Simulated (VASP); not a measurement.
A run of VASP 6.6.1 is set up as follows.

The input INCAR:

```
SYSTEM = Se
ALGO = Normal
EDIFF = 1E-6
ENCUT = 520
GGA = PE
ISIF = 2
ISMEAR = 0
LASPH = .True.
LCHARG = .False.
LREAL = .False.
LWAVE = .False.
NBANDS = 9
NELM = 60
PREC = Accurate
SIGMA = 0.1
```

Contents of KPOINTS:

```
k-points
0
Gamma
  16 16 16
  0 0 0
```

Contents of POSCAR:

```
Se
1.0
   -1.6888670948      1.6890715086      1.6598743993
    1.6682553665     -1.6678124699      1.6180036324
    1.6608283306      1.6397737057     -1.6386153606
Se
1
Direct
    0.0000000000      0.0000000000      0.0000000000
```

Potentials or basis: VASP PAW PBE potentials, release 64 (Se).

The run is started by

```bash
$ cat potpaw_PBE.64/Se/POTCAR > POTCAR
$ mpirun -np 1 vasp_std > vasp.out
```

(1) Predict the band gap on the k mesh.

(2) What does it give for the pressure?

Answers

(1) zero (bands 3 and 4 overlap by 8.00 eV).

(2) 10.6 GPa.

Caveat: the cell differs from its parent crystal (the cell strained at random); the cell stands under pressure.
